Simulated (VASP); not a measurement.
Input of a VASP 6.6.1 run:

Contents of INCAR:

```
ALGO = Fast
EDIFF = 1E-6
ENCUT = 520
GGA = PS
ISIF = 2
ISMEAR = 0
LASPH = True
LCHARG = False
LREAL = False
LWAVE = False
NBANDS = 21
NELM = 60
PREC = Accurate
SIGMA = 0.15
```

File KPOINTS:

```
k-points
0
Gamma
  24 24 12
```

POSCAR

```
Ru
1.0
    2.7057993342      0.0000000000      0.0000000000
   -1.3528996671      2.3432909610      0.0000000000
    0.0000000000      0.0000000000      4.2819000000
Ru
2
Direct
    0.3333333333      0.6666666667      0.2032917630
    0.6666666667      0.3333333333      0.7500000000
```

Potentials or basis: VASP PAW PBE potentials, release 64 (Ru_pv).

Run with:

```bash
$ cat potpaw_PBE.64/Ru_pv/POTCAR > POTCAR
$ mpirun -np 1 vasp_std > vasp.out
```

What does it give for the pressure?

1.2 GPa.

What does it give for the largest force?

2.641 eV/Å.

Estimate the band gap on the k mesh.

zero (bands 14 and 15 overlap by 2.81 eV).

Stress tensor (GPa, compression positive):
```
-1.79  0.00  0.00
 0.00 -1.79  0.00
 0.00  0.00  7.26
```

Caveat: the cell differs from its parent crystal (atom 1 (Ru) moved by (+0.000, -0.200) A along y and z); the stress differs along the axes, from -2 to 7 GPa; the PAW data sets were made with another functional, which shifts forces and pressure a little.
